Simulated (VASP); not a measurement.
# GaN (P6_3mc) in VASP: a series of runs, part 2 of 2

VASP 6.6.1.

**4. Single point, r2SCAN (strain +0.015 along x and y, +0.000 along z)**

The input, POSCAR:

```
GaN
1.0
    3.2308449063      0.0000000000      0.0000000000
   -1.6154224532      2.7979937646      0.0000000000
    0.0000000000      0.0000000000      5.1835962425
Ga N
2 2
Direct
    0.3333333333      0.6666666667      0.9991101046
    0.6666666667      0.3333333333      0.4991101046
    0.3333333333      0.6666666667      0.3758898954
    0.6666666667      0.3333333333      0.8758898954
```

The input, INCAR.step1:

```
PREC = Accurate
ENCUT = 520
ISMEAR = 0
SIGMA = 0.05
LREAL = False
LASPH = True
NELM = 100
NBANDS = 26
GGA = PE
ALGO = Normal
EDIFF = 1E-4
LWAVE = True
LCHARG = False
```

The input, INCAR.step2:

```
PREC = Accurate
ENCUT = 520
EDIFF = 1E-7
ISMEAR = 0
SIGMA = 0.05
LREAL = False
LASPH = True
NELM = 100
ALGO = Normal
ISIF = 2
LWAVE = False
LCHARG = False
METAGGA = R2SCAN
LMIXTAU = True
NBANDS = 26
ISTART = 1
```

The input, KPOINTS:

```
regular mesh
0
Gamma
  12 12 6
```

Potentials or basis: VASP PAW PBE potentials, release 64 (Ga_d, N).

Started as:

```bash
cat potpaw_PBE.64/Ga_d/POTCAR potpaw_PBE.64/N/POTCAR > POTCAR
cp INCAR.step1 INCAR
mpirun -np 1 vasp_std > vasp.out
cp INCAR.step2 INCAR
mpirun -np 1 vasp_std > vasp.out
```

OUTCAR:

```text
PREC = Accurate
   ENCUT = 520
   EDIFF = 1E-7
   ISMEAR = 0
   LREAL = False
   LASPH = True
   NELM = 100
   ISIF = 2
   METAGGA = R2SCAN
   ISTART = 1

 ion  position               nearest neighbor table
   1  0.333  0.667  0.999-   3 1.95   4 1.97   4 1.97   4 1.97
   2  0.667  0.333  0.499-   4 1.95   3 1.97   3 1.97   3 1.97
   3  0.333  0.667  0.376-   1 1.95   2 1.97   2 1.97   2 1.97
   4  0.667  0.333  0.876-   2 1.95   1 1.97   1 1.97   1 1.97

  LATTYP: Found a hexagonal cell.
 ALAT       =     3.2308449063
 C/A-ratio  =     1.6044088753

  Lattice vectors:

 A1 = (   3.2308449063,   0.0000000000,   0.0000000000)
 A2 = (  -1.6154224532,   2.7979937646,   0.0000000000)
 A3 = (   0.0000000000,   0.0000000000,   5.1835962425)

Analysis of symmetry for initial positions (statically):
=====================================================================
 Subroutine PRICEL returns:
 Original cell was already a primitive cell.

[... 166 lines left out ...]

 Free energy of the ion-electron system (eV)
  ---------------------------------------------------
  ext. energy  EPLUGINS =         0.00000000
  ---------------------------------------------------
  free energy    TOTEN  =       -43.79882487 eV

  energy without entropy =      -43.79882487  energy(sigma->0) =      -43.79882487

 E-fermi :   4.9952     XC(G=0): -12.4880

 val. band max:        4.7788907180   @ k =   0.0000   0.0000   0.0000
 cond. band min:       6.9367506604   @ k =   0.0000   0.0000   0.0000
 fundamental gap:      2.1578599424
 Fermi energy:         4.9952429567

 k-point     1 :       0.0000    0.0000    0.0000
  band No.  band energies     occupation
      1     -11.7770      2.00000
      2     -10.8481      2.00000
      3      -9.0298      2.00000
      4      -9.0107      2.00000
      5      -9.0107      2.00000
      6      -8.9451      2.00000
[... 685 lines left out ...]
     25      16.7414      0.00000
     26      18.5019      0.00000

 [... further k-points ...]
[... 5 lines left out ...]
  --------------------------------------------------------------------------------------
  -------------------------------------------------------------------------------------
  Total       -1.8393332     -1.8393333     -0.2337757      0.0000000      0.0000000     -0.0000000
  in kB      -62.8893324    -62.8893324     -7.9931127      0.0000000      0.0000000     -0.0000000
  external PRESSURE =     -44.5905925 kB  Pullay stress =       0.0000000 kB

 VOLUME and BASIS-vectors are now :
 -----------------------------------------------------------------------------
  energy-cutoff  :      520.00
  volume of cell :       46.86
      direct lattice vectors                 reciprocal lattice vectors
     3.230844906  0.000000000  0.000000000     0.309516560  0.178699469  0.000000000
    -1.615422453  2.797993765  0.000000000     0.000000000  0.357398938  0.000000000
     0.000000000  0.000000000  5.183596243     0.000000000  0.000000000  0.192916260

 POSITION                                       TOTAL-FORCE (eV/Angst)
 -----------------------------------------------------------------------------------
     -0.00000      1.86533      5.17898         0.000000     -0.000000     -0.141795
      1.61542      0.93266      2.58719        -0.000000      0.000000     -0.141795
     -0.00000      1.86533      1.94846         0.000000     -0.000000      0.141795
      1.61542      0.93266      4.54026         0.000000     -0.000000      0.141795
 -----------------------------------------------------------------------------------
    total drift:                                0.000002      0.000003      0.023974

  FREE ENERGIE OF THE ION-ELECTRON SYSTEM (eV)
  ---------------------------------------------------
  free  energy   TOTEN  =       -43.7988248734 eV

  energy  without entropy=      -43.7988248734  energy(sigma->0) =      -43.79882487
```

OUTCAR.step1:

```text
PREC = Accurate
   ENCUT = 520
   ISMEAR = 0
   LREAL = False
   LASPH = True
[... 926 lines left out ...]
     -0.00000      1.86533      5.17898         0.000000      0.000000     -0.139159
      1.61542      0.93266      2.58719        -0.000000     -0.000000     -0.139159
     -0.00000      1.86533      1.94846        -0.000000      0.000000      0.139159
      1.61542      0.93266      4.54026        -0.000000     -0.000000      0.139159
 -----------------------------------------------------------------------------------
    total drift:                               -0.000001     -0.000001     -0.003171

  FREE ENERGIE OF THE ION-ELECTRON SYSTEM (eV)
  ---------------------------------------------------
  free  energy   TOTEN  =       -24.3192409857 eV

  energy  without entropy=      -24.3192409857  energy(sigma->0) =      -24.31924099
```

It took 2.3 min on 1 thread of Intel Xeon 6975P-C (Granite Rapids), shared host; peak memory 0.22 GiB.

Results:

```
Free energy            : -43.7988 eV
Pressure               : -4.5 GPa
Largest force          : 0.142 eV/Å
Band gap on the k mesh : 2.16 eV
```

Forces on the atoms (eV/Å):
```
Ga   0.000  0.000 -0.142
Ga   0.000  0.000 -0.142
N    0.000  0.000  0.142
N    0.000  0.000  0.142
```

Stress tensor (GPa, compression positive):
```
-6.29  0.00  0.00
 0.00 -6.29  0.00
 0.00  0.00 -0.80
```

Caveat: the cell differs from its parent crystal (strain +0.015 along x and y, +0.000 along z); the stress differs along the axes, from -6 to -1 GPa; the PAW data sets were made with another functional, which shifts forces and pressure a little.

**5. Single point, r2SCAN (strain +0.030 along x and y, -0.015 along z)**

The input, POSCAR:

```
GaN
1.0
    3.2785913828      0.0000000000      0.0000000000
   -1.6392956914      2.8393434261      0.0000000000
    0.0000000000      0.0000000000      5.1058422989
Ga N
2 2
Direct
    0.3333333333      0.6666666667      0.9991101046
    0.6666666667      0.3333333333      0.4991101046
    0.3333333333      0.6666666667      0.3758898954
    0.6666666667      0.3333333333      0.8758898954
```

The input, INCAR.step1:

```
SYSTEM = GaN
PREC = Accurate
ENCUT = 520
ISMEAR = 0
SIGMA = 0.05
LREAL = .FALSE.
LASPH = .TRUE.
NELM = 60
NBANDS = 26
GGA = PE
ALGO = Normal
EDIFF = 1E-4
LWAVE = .TRUE.
LCHARG = .FALSE.
```

The input, INCAR.step2:

```
SYSTEM = GaN
PREC = Accurate
ENCUT = 520
EDIFF = 1E-6
ISMEAR = 0
SIGMA = 0.05
LREAL = .FALSE.
LASPH = .TRUE.
NELM = 60
ALGO = Normal
ISIF = 2
LWAVE = .FALSE.
LCHARG = .FALSE.
METAGGA = R2SCAN
LMIXTAU = .TRUE.
NBANDS = 26
ISTART = 1
```

The input, KPOINTS:

```
Automatic mesh
0
G
  12 12 6
  0 0 0
```

Started as:

```bash
cat potpaw_PBE.64/Ga_d/POTCAR potpaw_PBE.64/N/POTCAR > POTCAR
cp INCAR.step1 INCAR
mpirun -np 1 vasp_std > vasp.out
cp INCAR.step2 INCAR
mpirun -np 1 vasp_std > vasp.out
```

Wall time 2.3 min (1 thread of Intel Xeon 6975P-C (Granite Rapids), shared host); peak memory 0.22 GiB.

It converged, with:

```
Free energy            : -43.7123 eV
Pressure               : -6.5 GPa
Largest force          : 0.456 eV/Å
Band gap on the k mesh : 2.03 eV
```

Forces in eV/Å, atoms in the order of the input:
```
Ga   0.000  0.000 -0.456
Ga   0.000  0.000 -0.456
N    0.000  0.000  0.456
N    0.000  0.000  0.456
```

Stress tensor (GPa, compression positive):
```
-11.95   0.00   0.00
  0.00 -11.95   0.00
  0.00   0.00   4.26
```

Levels at points of the mesh, in eV from the valence-band top:
```csv
k point,band 16,band 17,band 18,band 19,band 20,band 21
"(0.00, 0.00, 0.00)",-0.08,-0.08,0.00,2.03,4.07,9.91
"(0.50, 0.00, 0.00)",-2.89,-2.19,-0.95,5.10,5.81,6.68
"(0.00, 0.00, 0.50)",-0.68,-0.68,-0.68,4.28,4.28,9.14
"(0.50, 0.00, 0.50)",-2.01,-1.76,-1.76,4.77,4.77,8.22
```

Caveat: the cell differs from its parent crystal (strain +0.030 along x and y, -0.015 along z); the stress differs along the axes, from -12 to 4 GPa; the PAW data sets were made with another functional, which shifts forces and pressure a little.

**6. Single point, r2SCAN (strain +0.015 along x and y, +0.015 along z)**

The input, POSCAR:

```
GaN
1.0
    3.2308449063      0.0000000000      0.0000000000
   -1.6154224532      2.7979937646      0.0000000000
    0.0000000000      0.0000000000      5.2613501861
Ga N
2 2
Direct
    0.3333333333      0.6666666667      0.9991101046
    0.6666666667      0.3333333333      0.4991101046
    0.3333333333      0.6666666667      0.3758898954
    0.6666666667      0.3333333333      0.8758898954
```

The input, INCAR.step1:

```
SYSTEM = GaN
ALGO = Normal
EDIFF = 1E-4
ENCUT = 520
GGA = PE
ISMEAR = 0
LASPH = .True.
LCHARG = .False.
LREAL = .False.
LWAVE = .True.
NBANDS = 26
NELM = 80
PREC = Accurate
SIGMA = 0.05
```

The input, INCAR.step2:

```
SYSTEM = GaN
ALGO = Normal
EDIFF = 1E-7
ENCUT = 520
ISIF = 2
ISMEAR = 0
ISTART = 1
LASPH = .True.
LCHARG = .False.
LMIXTAU = .True.
LREAL = .False.
LWAVE = .False.
METAGGA = R2SCAN
NBANDS = 26
NELM = 80
PREC = Accurate
SIGMA = 0.05
```

The input, KPOINTS:

```
k-points
0
Gamma
  12 12 6
  0 0 0
```

Potentials or basis: VASP PAW PBE potentials, release 64 (Ga_d, N).

Started as:

```bash
cat potpaw_PBE.64/Ga_d/POTCAR potpaw_PBE.64/N/POTCAR > POTCAR
cp INCAR.step1 INCAR
mpirun -np 1 vasp_std > vasp.out
cp INCAR.step2 INCAR
mpirun -np 1 vasp_std > vasp.out
```

It took 2.2 min on 1 thread of Intel Xeon 6975P-C (Granite Rapids), shared host; peak memory 0.22 GiB.

The run converged. Its results:

```yaml
Free_energy: -43.7821 eV
Pressure: -7.0 GPa
Band_gap_on_the_k_mesh: 2.03 eV
```

Forces in eV/Å, atoms in the order of the input:
```
Ga   0.000  0.000 -0.002
Ga   0.000  0.000 -0.002
N    0.000  0.000  0.002
N    0.000  0.000  0.002
```

Stress tensor (GPa, compression positive):
```
-7.01  0.00  0.00
 0.00 -7.01  0.00
 0.00  0.00 -6.93
```

Levels at points of the mesh, in eV from the valence-band top:
```
           k point  band 15  band 16  band 17  band 18  band 19  band 20  band 21  band 22
(0.00, 0.00, 0.00)    -1.01    -0.03     0.00     0.00     2.03     4.51     9.68    10.32
(0.50, 0.00, 0.00)    -4.10    -2.68    -2.11    -0.98     5.44     5.83     6.42     8.96
(0.00, 0.00, 0.50)    -0.52    -0.52    -0.52    -0.52     4.47     4.47     8.93     8.93
(0.50, 0.00, 0.50)    -1.90    -1.90    -1.86    -1.86     4.74     4.74     8.12     8.12
```

Caveat: the cell differs from its parent crystal (strain +0.015 along x and y, +0.015 along z); the cell stands under tension; the PAW data sets were made with another functional, which shifts forces and pressure a little.

**7. Summary**

| cell | gap on the mesh (eV) | pressure (GPa) | largest force (eV/Å) |
| --- | --- | --- | --- |
| a = 3.183, b = 3.183, c = 5.339 Å, angles 90.0, 90.0, 120.0°, 4 atoms | 2.05 | -4.1 | 0.21 |
| a = 3.279, b = 3.279, c = 5.028 Å, angles 90.0, 90.0, 120.0°, 4 atoms | 2.11 | -3.5 | 0.71 |
| a = 3.231, b = 3.231, c = 5.184 Å, angles 90.0, 90.0, 120.0°, 4 atoms | 2.16 | -4.5 | 0.14 |
| a = 3.279, b = 3.279, c = 5.106 Å, angles 90.0, 90.0, 120.0°, 4 atoms | 2.03 | -6.5 | 0.46 |
| a = 3.231, b = 3.231, c = 5.261 Å, angles 90.0, 90.0, 120.0°, 4 atoms | 2.03 | -7.0 | - |

Alike in all rows: task single point; level r2SCAN; potentials or basis VASP PAW PBE potentials, release 64 (Ga_d, N); no spin polarisation; k mesh 12 × 12 × 6; cutoff (eV) 520; smearing gaussian 0.05 eV.

Caveats: the PAW data sets were made with another functional, which shifts forces and pressure a little; the stress differs along the axes, from -11 to -1 GPa (at least some runs); the stress differs along the axes, from -11 to 12 GPa (at least some runs); the stress differs along the axes, from -6 to -1 GPa (at least some runs); the stress differs along the axes, from -12 to 4 GPa (at least some runs); the cell stands under tension (at least some runs).

Absolute energies hang on the potentials; compare differences alone.
